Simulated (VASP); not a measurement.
A run of VASP 6.6.1:

The input INCAR:

```
SYSTEM = AlN
PREC = Accurate
ENCUT = 520
EDIFF = 1E-6
ISMEAR = -1
SIGMA = 0.05
LREAL = .False.
LASPH = .True.
NELM = 80
ALGO = Normal
ISIF = 2
LWAVE = .False.
LCHARG = .False.
GGA = CA
NBANDS = 11
```

File KPOINTS:

```
Automatic mesh
0
Gamma
  10 10 10
  0 0 0
```

Contents of POSCAR:

```
AlN
1.0
    0.0000000000      2.1544765148      2.1544765148
    2.1544765148      0.0000000000      2.1544765148
    2.1544765148      2.1544765148      0.0000000000
Al N
1 1
Direct
    0.0000000000      0.0000000000      0.0000000000
    0.2500000000      0.2500000000      0.2500000000
```

Potentials or basis: VASP PAW LDA potentials, release 64 (Al, N).

Command:

```console
$ cat potpaw_LDA.64/Al/POTCAR potpaw_LDA.64/N/POTCAR > POTCAR
$ mpirun -np 1 vasp_std > vasp.out
```

Hardware: 1 thread of Intel Xeon 6975P-C, on a shared host.

**Question.** Estimate the wall time of this run.

**Answer.** It took 3.8 s on 1 thread of Intel Xeon 6975P-C, on a shared host, peak memory 0.12 GiB. Counts: scf iterations 12, k points 47.
